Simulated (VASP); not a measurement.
A run of VASP 6.6.1:

The input INCAR:

```
SYSTEM = MgS
ALGO = Normal
EDIFF = 1E-6
ENCUT = 840
GGA = PS
GGA_COMPAT = .False.
ISIF = 2
ISMEAR = 1
LASPH = .True.
LCHARG = .True.
LELF = .True.
LREAL = .False.
LVHAR = .True.
LWAVE = .False.
NBANDS = 15
NELM = 120
PREC = Accurate
SIGMA = 0.5
```

File KPOINTS:

```
k-points
0
Gamma
  6 6 6
  0 0 0
```

File POSCAR:

```
MgS
1.0
    0.0000000000      2.6015177399      2.6015177399
    2.6015177399      0.0000000000      2.6015177399
    2.6015177399      2.6015177399      0.0000000000
Mg S
1 1
Direct
    0.0000000000      0.0000000000      0.0000000000
    0.5000000000      0.5000000000      0.5000000000
```

Potentials or basis: VASP PAW PBE potentials, release 64 (Mg_sv, S).

Command:

```bash
$ cat potpaw_PBE.64/Mg_sv/POTCAR potpaw_PBE.64/S/POTCAR > POTCAR
$ mpirun -np 1 vasp_std > vasp.out
```

Hardware: 1 thread of Intel(R) Xeon(R) 6975P-C (Granite Rapids) (shared host).

Q: Estimate the wall time of this run.

A: Run time: 7.9 s on 1 thread of Intel(R) Xeon(R) 6975P-C (Granite Rapids) (shared host), peak memory 0.2 GiB. Counts: scf iterations 12, k points 16.
